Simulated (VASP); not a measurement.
# BN (P-6m2) in VASP: a series of runs

Runs on BN. Level: PBE. Tasks: electric field gradients, density of states.

Everything below comes from runs of VASP 6.6.1. Logs are shortened: lines on timing, memory, paths and dates and some standing lists are left out, and cuts for length are marked.

### 1 The cell of the first run

It takes space group P-6m2 (No. 187, hexagonal). The conventional cell has a = 2.510 Å, b = 2.510 Å, c = 6.690 Å, α = 90.00°, β = 90.00°, γ = 120.00°. B (site symmetry -6m2) has 3 N at 1.45 Å within 1.9 Å. Within 1.9 Å of B (site symmetry -6m2) lie 3 N at 1.45 Å. Within 1.9 Å of N (site symmetry -6m2) lie 3 B at 1.45 Å. Within 1.9 Å of N (site symmetry -6m2) lie 3 B at 1.45 Å.

### 2 Electric field gradients, PBE

INCAR

```
SYSTEM = BN
  PREC = Accurate
  ENCUT = 520
  EDIFF = 1E-8
  ISMEAR = -1
  SIGMA = 0.03
  LREAL = .False.
  LASPH = .True.
  NELM = 100
  ALGO = Normal
  ISIF = 2
  LWAVE = .False.
  LCHARG = .False.
  GGA = PE
  LEFG = .True.
  NBANDS = 16
```

KPOINTS

```
Automatic mesh
0
Gamma
  11 11 4
  0 0 0
```

POSCAR

```
BN
1.0
    2.5099983704      0.0000000000      0.0000000000
   -1.2549991852      2.1737223522      0.0000000000
    0.0000000000      0.0000000000      6.6900000000
B N
2 2
Direct
    0.0000000000      0.0000000000      0.5000000000
    0.3333333333      0.6666666667      0.0000000000
    0.0000000000      0.0000000000      0.0000000000
    0.6666666667      0.3333333333      0.5000000000
```

Potentials or basis: VASP PAW PBE potentials, release 64 (B, N).

The run is started by

```sh
> cat potpaw_PBE.64/B/POTCAR potpaw_PBE.64/N/POTCAR > POTCAR
> mpirun -np 1 vasp_std > vasp.out
```

OUTCAR:

```text
SYSTEM = BN
   PREC = Accurate
   ENCUT = 520
   EDIFF = 1E-8
   ISMEAR = -1
   LREAL = .False.
   LASPH = .True.
   NELM = 100
   ISIF = 2
   GGA = PE

 ion  position               nearest neighbor table
   1  0.000  0.000  0.500-   4 1.45   4 1.45   4 1.45
   2  0.333  0.667  0.000-   3 1.45   3 1.45   3 1.45
   3  0.000  0.000  0.000-   2 1.45   2 1.45   2 1.45
   4  0.667  0.333  0.500-   1 1.45   1 1.45   1 1.45

  LATTYP: Found a hexagonal cell.
 ALAT       =     2.5099983704
 C/A-ratio  =     2.6653403759

  Lattice vectors:

 A1 = (   2.5099983704,   0.0000000000,   0.0000000000)
 A2 = (  -1.2549991852,   2.1737223522,   0.0000000000)
 A3 = (   0.0000000000,   0.0000000000,   6.6900000000)

Analysis of symmetry for initial positions (statically):
=====================================================================
 Subroutine PRICEL returns:
 Original cell was already a primitive cell.

 Routine SETGRP: Setting up the symmetry group for a
 hexagonal supercell.

 Subroutine GETGRP returns: Found 12 space group operations
 (whereof 12 operations were pure point group operations)
 out of a pool of 24 trial point group operations.

The static configuration has the point symmetry D_3h.

Analysis of symmetry for dynamics (positions and initial velocities):
=====================================================================
 Subroutine PRICEL returns:
 Original cell was already a primitive cell.

 Routine SETGRP: Setting up the symmetry group for a
 hexagonal supercell.

 Subroutine GETGRP returns: Found 12 space group operations
 (whereof 12 operations were pure point group operations)
 out of a pool of 24 trial point group operations.

The dynamic configuration has the point symmetry D_3h.

 Subroutine INISYM returns: Found 12 space group operations
 (whereof 12 operations are pure point group operations),
 and found     1 'primitive' translations

----------------------------------------------------------------------------------------

                                     Primitive cell

  volume of cell :      36.5009

  direct lattice vectors                    reciprocal lattice vectors
     2.509998370  0.000000000  0.000000000     0.398406633  0.230020177  0.000000000
    -1.254999185  2.173722352  0.000000000     0.000000000  0.460040354  0.000000000
     0.000000000  0.000000000  6.690000000     0.000000000  0.000000000  0.149476831

  length of vectors
     2.509998370  2.509998370  6.690000000     0.460040354  0.460040354  0.149476831

  position of ions in fractional coordinates (direct lattice)
     0.000000000  0.000000000  0.500000000
     0.333333333  0.666666667  0.000000000
     0.000000000  0.000000000  0.000000000
     0.666666667  0.333333333  0.500000000

  ion indices of the primitive-cell ions
   primitive index   ion index
                 1           1
                 2           2
                 3           3
                 4           4

----------------------------------------------------------------------------------------

 KPOINTS: Automatic mesh

Automatic generation of k-mesh.
 Grid dimensions read from file:
 generate k-points for:   11   11    4

 Generating k-lattice:

  Cartesian coordinates                     Fractional coordinates (reciprocal lattice)
     0.036218785  0.020910925  0.000000000     0.090909091  0.000000000  0.000000000
     0.000000000  0.041821850  0.000000000     0.000000000  0.090909091  0.000000000
     0.000000000  0.000000000  0.037369208     0.000000000  0.000000000  0.250000000

  Length of vectors
     0.041821850  0.041821850  0.037369208

  Shift w.r.t. Gamma in fractional coordinates (k-lattice)
     0.000000000  0.000000000  0.000000000

 Subroutine IBZKPT returns following result:
 ===========================================

 Found     48 irreducible k-points:

 Following reciprocal coordinates:
            Coordinates               Weight
  0.000000  0.000000  0.000000      1.000000
  0.090909  0.000000  0.000000      6.000000
  0.181818 -0.000000  0.000000      6.000000
  0.272727  0.000000  0.000000      6.000000
  0.363636  0.000000  0.000000      6.000000
  0.454545  0.000000  0.000000      6.000000
[... 16 lines left out ...]
  0.090909  0.090909  0.250000     12.000000
  0.181818  0.090909  0.250000     24.000000
 [... further k-points ...]
   k-points           NKPTS =     48   k-points in BZ     NKDIM =     48   number of bands    NBANDS=     16
   number of dos      NEDOS =    301   number of ions     NIONS =      4
   total plane-waves  NPLWV =  20000
   dimension x,y,z NGX =    20 NGY =   20 NGZ =   50
   dimension x,y,z NGXF=    40 NGYF=   40 NGZF=  100
   ions per type =               2   2
   NGX,Y,Z   is equivalent  to a cutoff of  13.25, 13.25, 12.42 a.u.
   NGXF,Y,Z  is equivalent  to a cutoff of  26.49, 26.49, 24.85 a.u.
 SYSTEM =  BN
   PREC   = accura    normal or accurate (medium, high low for compatibility)
   ISTART =      0    job   : 0-new  1-cont  2-samecut
   ICHARG =      2    charge: 1-file 2-atom 10-const
   ISPIN  =      1    spin polarized calculation?
   LNONCOLLINEAR =      F non collinear calculations
   LSORBIT =      F    spin-orbit coupling
   LASPH  =      T    aspherical Exc in radial PAW
   ENCUT  =  520.0 eV  38.22 Ry    6.18 a.u.   4.67  4.67 12.44*2*pi/ulx,y,z
   NELM   =    100;   NELMIN=  2; NELMDL= -5     # of ELM steps
   EDIFF  = 0.1E-07   stopping-criterion for ELM
   LREAL  =      F    real-space projection
   EDIFFG = 0.1E-06   stopping-criterion for IOM
   NSW    =      0    number of steps for IOM
   IBRION =     -1    ionic relax: 0-MD 1-quasi-New 2-CG
   NFREE  =      0    steps in history (QN), initial steepest desc. (CG)
   ISIF   =      2    stress and relaxation
   ISYM   =      2    0-nonsym 1-usesym 2-fastsym
   POTIM  = 0.5000    time-step for ionic-motion
   TEBEG  =    0.0;   TEEND  =   0.0 temperature during run
   PSTRESS=    0.0 pullay stress
   NELECT =      16.0000    total number of electrons
   NUPDOWN=      -1.0000    fix difference up-down
   EMIN   =  10.00;   EMAX   =-10.00  energy-range for DOS
   EFERMI =   0.00;   METHOD = LEGACY
   ISMEAR =    -1;   SIGMA  =   0.03  broadening in eV -4-tet -1-fermi 0-gaus
   EFERMI_NEDOS =   21; number of points for ismear=-14 and -15
   IALGO  =     38    algorithm
   IMIX   =      4    mixing-type and parameters
     AMIX     =   0.40;   BMIX     =  1.00
     AMIX_MAG =   1.60;   BMIX_MAG =  1.00
  volume/ion in A,a.u.               =       9.13        61.58
  Fermi-wavevector in a.u.,A,eV,Ry     =   1.243599  2.350061 21.041925  1.546538
  Thomas-Fermi vector in A             =   2.377902
   LORBIT       =      0    0 simple, 1 ext, 2 COOP (PROOUT), +10 PAW based schemes
   GGA     = PE    functional components
   LHFCALC =     F    Hartree Fock is set to
   AEXX    =    0.0000 exact exchange contribution
   IVDW    =     0    specifies the selected vdW correction
   LEPSILON=     F    determine dielectric tensor
   LRPA    =     F    only Hartree local field effects (RPA)
 non-spin polarized calculation
  energy-cutoff  :      520.00
  volume of cell :       36.50
 maximum number of plane-waves:       997
 NGX is ok and might be reduce to    20
   NGX =  9   NGY =  9   NGZ = 25

 number of electron      15.9999998 magnetization

 Free energy of the ion-electron system (eV)
  ---------------------------------------------------
  ext. energy  EPLUGINS =         0.00000000
  ---------------------------------------------------
  free energy    TOTEN  =       -35.16106788 eV

  energy without entropy =      -35.16106788  energy(sigma->0) =      -35.16106788

 E-fermi :   2.9175     XC(G=0): -10.0149

 val. band max:        2.1836386212   @ k =   0.3636   0.2727   0.0000
 cond. band min:       6.6361268219   @ k =   0.4545   0.0909   0.0000
 fundamental gap:      4.4524882007
 Fermi energy:         2.9174537153

 k-point     1 :       0.0000    0.0000    0.0000
  band No.  band energies     occupation
      1     -15.5774      2.00000
      2     -15.2850      2.00000
      3      -3.9610      2.00000
      4      -1.9206      2.00000
      5       0.8044      2.00000
      6       0.8044      2.00000
[... 433 lines left out ...]
      3      -2.5727      2.00000
      4      -2.4818      2.00000
      5      -2.1767      2.00000
      6      -0.9824      2.00000
[... 8 lines left out ...]
     15      16.9316      0.00000
     16      17.0320      0.00000

 [... further k-points ...]
[... 5 lines left out ...]
  --------------------------------------------------------------------------------------
  -------------------------------------------------------------------------------------
  Total        0.2317977      0.2317977      0.5617990      0.0000000     -0.0000000      0.0000000
  in kB       10.1745707     10.1745707     24.6597073      0.0000000     -0.0000000      0.0000000
  external PRESSURE =      15.0029495 kB  Pullay stress =       0.0000000 kB

 VOLUME and BASIS-vectors are now :
 -----------------------------------------------------------------------------
  energy-cutoff  :      520.00
  volume of cell :       36.50
      direct lattice vectors                 reciprocal lattice vectors
     2.509998370  0.000000000  0.000000000     0.398406633  0.230020177  0.000000000
    -1.254999185  2.173722352  0.000000000     0.000000000  0.460040354  0.000000000
     0.000000000  0.000000000  6.690000000     0.000000000  0.000000000  0.149476831

 POSITION                                       TOTAL-FORCE (eV/Angst)
 -----------------------------------------------------------------------------------
      0.00000      0.00000      3.34500        -0.000000      0.000000      0.000000
     -0.00000      1.44915      0.00000         0.000000     -0.000000      0.000000
      0.00000      0.00000      0.00000        -0.000000      0.000000      0.000000
      1.25500      0.72457      3.34500        -0.000000      0.000000      0.000000
 -----------------------------------------------------------------------------------
    total drift:                               -0.000001      0.000000      0.000000

  FREE ENERGIE OF THE ION-ELECTRON SYSTEM (eV)
  ---------------------------------------------------
  free  energy   TOTEN  =       -35.1610678758 eV

  energy  without entropy=      -35.1610678758  energy(sigma->0) =      -35.16106788

 Electric field gradients (V/A^2)
---------------------------------------------------------------------
 ion       V_xx      V_yy      V_zz      V_xy      V_xz      V_yz
---------------------------------------------------------------------
   1     -17.379   -17.379    34.757     0.000     0.000     0.000
   2     -17.327   -17.327    34.654    -0.000    -0.000    -0.000
   3      -1.147    -1.146     2.294     0.001     0.000    -0.000
   4      -0.485    -0.486     0.971    -0.001     0.000    -0.000
---------------------------------------------------------------------

 Electric field gradients after diagonalization (V/A^2)
 (convention: |V_zz| > |V_xx| > |V_yy|)
----------------------------------------------------------------------
 ion       V_xx      V_yy      V_zz     asymmetry (V_yy - V_xx)/ V_zz
----------------------------------------------------------------------
   1     -17.379   -17.379    34.757       0.000
   2     -17.327   -17.327    34.654       0.000
   3      -1.148    -1.146     2.294       0.001
   4      -0.487    -0.485     0.971       0.002
----------------------------------------------------------------------

           NMR quadrupolar parameters

 Cq : quadrupolar parameter    Cq=e*Q*V_zz/h
 eta: asymmetry parameters     (V_yy - V_xx)/ V_zz
 Q  : nuclear electric quadrupole moment in mb (millibarn)
----------------------------------------------------------------------
 ion       Cq(MHz)       eta       Q (mb)
----------------------------------------------------------------------
   1       0.084       0.000       1.000
   2       0.084       0.000       1.000
   3       0.006       0.001       1.000
   4       0.002       0.002       1.000
----------------------------------------------------------------------
```

It took 14 s on 1 thread of Intel Xeon 6975P-C (Granite Rapids), shared host; peak memory 0.15 GiB.

Results:

- Free energy: -35.1611 eV
- Pressure: 1.5 GPa
- Band gap on the k mesh: 4.45 eV, indirect (least direct gap 4.55 eV)

Electric field gradients, principal values (V/Å²):
```
atom    least   middle  greatest (by size)
 1 B  -17.379  -17.379              34.757
 2 B  -17.327  -17.327              34.654
 3 N   -1.146   -1.148               2.294
 4 N   -0.485   -0.487               0.971
```

Caveat: without QUAD_EFG the Cq values of the log hold for a quadrupole moment of 1 mb, not for the nuclei; this functional lacks dispersion, which binds the layers, so the pressure and a relaxed spacing across them are unreliable. A k mesh can miss the band edges.

[end of part 1 of 2]
